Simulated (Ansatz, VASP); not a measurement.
**Ta2N in VASP and in Ansatz**

The input INCAR:

```
PREC     = Accurate       # precision mode
ENCUT    = 520            # plane-wave cutoff, eV
EDIFF    = 1E-6           # SCF threshold, eV
ISMEAR   = 0              # smearing method
SIGMA    = 0.15           # smearing width, eV
LREAL    = F              # projectors in reciprocal space
LASPH    = T              # aspherical terms in the spheres
NELM     = 100            # most SCF steps
ALGO     = Normal         # electronic algorithm
ISIF     = 2              # what is computed and relaxed
LWAVE    = F              # write WAVECAR
LCHARG   = F              # write CHGCAR
GGA      = CA             # functional
NBANDS   = 20             # bands
```

Contents of KPOINTS:

```
Automatic mesh
0
Gamma
  18 18 10
```

The input POSCAR:

```
Ta2N
1.0
    3.0618406011      0.0000000000      0.0000000000
   -1.5309203006      2.6516317429      0.0000000000
    0.0000000000      0.0000000000      4.7871626750
Ta N
2 1
Direct
    0.6666666667      0.3333333333      0.7466885012
    0.3333333333      0.6666666667      0.2533114988
    0.0000000000      0.0000000000      0.0000000000
```

Input for Ansatz:

```yaml
crystal:
  lattice:
    - [3.0618406011, 0.0, 0.0]
    - [-1.5309203006, 2.6516317429, 0.0]
    - [0.0, 0.0, 4.787162675]
  atoms:
    - { symbol: Ta, position: [0.6666666667, 0.3333333333, 0.7466885012] }
    - { symbol: Ta, position: [0.3333333333, 0.6666666667, 0.2533114988] }
    - { symbol: "N", position: [0.0, 0.0, 0.0] }
basis:
  ecutwfc: 520.0
kpoints:
  mp_grid: { grid: [18, 18, 10] }
hamiltonian:
  xc: lda
  pseudopotentials: { kind: paw, azcp: { folder: soft_1 } }
scf:
  occupations: { method: gaussian, width: 0.15 }
output:
  forces: true
  stress: true
  eigenvalues: true
```

Alike in both runs: task single point; functional LDA; k mesh 18 × 18 × 10; occupations gaussian, width 0.15 eV; no spin polarisation.

|  | VASP | Ansatz |
| --- | --- | --- |
| version | VASP 6.6.1 | Ansatz 0.2.0 |
| potentials or method | VASP PAW LDA potentials, release 64 (Ta_pv, N), cutoff 520 eV | scalar-relativistic, plane waves, PAW |
| valence electrons in the cell | 27 | 31 |

|  | VASP | Ansatz | Ansatz less VASP |
| --- | --- | --- | --- |
| gap on the k mesh at the Fermi level (eV) | none | none | - |
| pressure (GPa) | 1.6 | 0.0 | -1.57 |
| traceless stress, the component that is largest in VASP (GPa) | -0.10 | 0.01 | +0.105 |
| rms of the force components (eV/Å) | 0.031 | 0.008 | -0.0237 |

Ansatz warns that its potentials were made for another functional, while VASP's fit it. LDA's correlation is that of Perdew and Zunger in VASP and of Perdew and Wang (1992) in Ansatz. Atom by atom the forces differ by 0.024 eV/Å (rms over components). A gap of «none» marks a metal or a gap that the smearing closes. VASP's potentials hold 27 valence electrons a cell and Ansatz's 31, so a difference there can come from the potentials and not from the codes.

Neither program's run includes spin-orbit coupling.
